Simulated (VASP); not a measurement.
A run of VASP 6.6.1:

Contents of POSCAR:

```
Ba
1.0
    3.9177175405      0.0000000000      0.0000000000
    0.0000000000      3.9177175405      0.0000000000
    0.0000000000      0.0000000000      3.6043001373
Ba
1
Direct
    0.0000000000      0.0000000000      0.0000000000
```

INCAR.step1

```
PREC = Accurate
ENCUT = 520
ISMEAR = 0
SIGMA = 0.15
LREAL = False
LASPH = True
NELM = 60
NBANDS = 11
GGA = PE
ALGO = Normal
EDIFF = 1E-4
LWAVE = True
LCHARG = False
```

File INCAR.step2:

```
PREC = Accurate
ENCUT = 520
EDIFF = 1E-6
ISMEAR = 0
SIGMA = 0.15
LREAL = False
LASPH = True
NELM = 60
ALGO = Normal
ISIF = 2
LWAVE = False
LCHARG = False
METAGGA = R2SCAN
LMIXTAU = True
NBANDS = 11
ISTART = 1
```

File KPOINTS:

```
Automatic mesh
0
Gamma
  12 12 12
```

Potentials or basis: VASP PAW PBE potentials, release 64 (Ba_sv).

Command:

```console
$ cat potpaw_PBE.64/Ba_sv/POTCAR > POTCAR
$ cp INCAR.step1 INCAR
$ mpirun -np 1 vasp_std > vasp.out
$ cp INCAR.step2 INCAR
$ mpirun -np 1 vasp_std > vasp.out
```

Hardware: 1 thread of Intel Xeon 8259CL (shared host).

Task: How long does it take, and how much memory?

Result: Wall time 6.8 min on 1 thread of Intel Xeon 8259CL, with other jobs on the host, peak memory 0.25 GiB. Counts: k points 196.
